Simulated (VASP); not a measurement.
ZnO: single point with PBE

Crystal: ZnO.

```
Zn O
1.0
     3.24637    0.00000    0.00000
    -1.62318    2.81144    0.00000
     0.00000    0.00000    5.23985
Zn O
2 2
Direct
  0.33333 0.66667 0.49997
  0.66667 0.33333 0.99997
  0.66667 0.33333 0.37904
  0.33333 0.66667 0.87904
```

This cell differs from its parent crystal: volume scaled by 0.97, then relaxed in part.

| Quantity | Value |
| --- | --- |
| Program | VASP 6.6.1 |
| Task | single point |
| Functional | PBE |
| Potentials or basis | VASP PAW PBE potentials, release 64 (Zn, O) |
| Cutoff | 520 eV |
| k mesh | 12 × 12 × 6 |
| Occupations | gaussian, width 0.02 eV |
| Spin | no spin polarisation |
| Dipole correction | no |
| Further INCAR settings | ALGO = Normal; EDIFF = 1e-06; NBANDS = 26 |

| Property | Result |
| --- | --- |
| Pressure | 5.3 GPa |
| Band gap on the k mesh | 0.77 eV, direct |

Levels at points of the mesh, in eV from the valence-band top:
| k point | band 14 | band 15 | band 16 | band 17 | band 18 | band 19 | band 20 | band 21 | band 22 | band 23 |
| --- | --- | --- | --- | --- | --- | --- | --- | --- | --- | --- |
| (0.00, 0.00, 0.00) | -0.79 | -0.79 | -0.09 | 0.00 | 0.00 | 0.77 | 5.21 | 8.17 | 12.89 | 12.89 |
| (0.50, 0.00, 0.00) | -3.53 | -2.81 | -2.25 | -1.28 | -0.83 | 5.76 | 6.86 | 7.56 | 8.48 | 10.55 |
| (0.00, 0.00, 0.50) | -2.25 | -0.39 | -0.39 | -0.39 | -0.39 | 3.43 | 3.43 | 10.04 | 10.04 | 13.17 |
| (0.50, 0.00, 0.50) | -3.75 | -1.50 | -1.50 | -1.37 | -1.37 | 5.69 | 5.69 | 8.40 | 8.40 | 11.27 |

Run time: 30 s on 1 thread of Intel(R) Xeon(R) 6975P-C (Granite Rapids) (shared host), peak memory 0.2 GiB.
